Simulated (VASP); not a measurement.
Input of a VASP 6.6.1 run:

File INCAR:

```
PREC = Accurate
ENCUT = 600
EDIFF = 1E-7
ISMEAR = 0
SIGMA = 0.1
LREAL = F
LASPH = T
NELM = 100
ALGO = Normal
ISIF = 3
LWAVE = F
LCHARG = F
GGA = PE
IBRION = 2
NSW = 100
EDIFFG = -0.01
```

Contents of KPOINTS:

```
regular mesh
0
Gamma
  8 8 8
```

POSCAR

```
Ga4S
1.0
    4.8909135759      0.0000000000      0.0000000000
    0.0000000000      4.8909135759      0.0000000000
    0.0000000000      0.0000000000      4.8909135759
Ga S
4 1
Direct
    0.0000000000      0.0000000000      0.0000000000
    0.5000000000      0.5000000000      0.0000000000
    0.5000000000      0.0000000000      0.5000000000
    0.0000000000      0.5000000000      0.5000000000
    0.5000000000      0.5000000000      0.5000000000
```

Potentials or basis: VASP PAW PBE potentials, release 64 (Ga_d, S).

The run is started by

```console
$ cat potpaw_PBE.64/Ga_d/POTCAR potpaw_PBE.64/S/POTCAR > POTCAR
$ mpirun -np 1 vasp_std > vasp.out
```

(1) Predict the relaxed volume.

(2) What does it give for the band gap on the k mesh?

(3) Predict the space group after relaxing (to 0.05 Å).

Answers

(1) 24.95 Å³/atom.

(2) zero (band 29 reaches 4.18 eV, above the bottom of band 30 at 2.59 eV).

(3) Pm-3m (No. 221).
